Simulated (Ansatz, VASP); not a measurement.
**Cs2SnI6: VASP beside Ansatz**

```
Cs Sn I
1.0
     0.00000    6.01856    6.01856
     6.01856    0.00000    6.01856
     6.01856    6.01856    0.00000
Cs Sn I
2 1 6
Direct
  0.25000 0.25000 0.25000
  0.75000 0.75000 0.75000
  0.00000 0.00000 0.00000
  0.75816 0.24184 0.24184
  0.24184 0.75816 0.24184
  0.24184 0.75816 0.75816
  0.75816 0.24184 0.75816
  0.24184 0.24184 0.75816
  0.75816 0.75816 0.24184
```

Alike in both runs: functional PBE; k mesh 6 × 6 × 6; occupations gaussian, width 0.01 eV; no spin polarisation.

Ansatz relaxed the structure, and its values are those at the end. VASP's run is a single point on that final structure, the one shown.

|  | VASP | Ansatz |
| --- | --- | --- |
| version | VASP 6.6.1 | Ansatz 0.2.0 |
| potentials or method | VASP PAW PBE potentials, release 64 (Cs_sv, Sn_d, I), cutoff 500 eV | scalar-relativistic, plane waves, PAW |
| valence electrons in the cell | 74 | 134 |

```csv
,VASP,Ansatz,Ansatz less VASP
gap on the k mesh at the Fermi level (eV),0.26,0.25,-0.005
least direct gap on the mesh (eV),0.26,0.25,-0.005
pressure (GPa),0.0,0.0,-0.01
```

With one functional, cell and mesh, what is left measures potentials, basis and numerics. VASP's potentials hold 74 valence electrons a cell and Ansatz's 134, so a difference there can come from the potentials and not from the codes.

Neither program's run includes spin-orbit coupling.
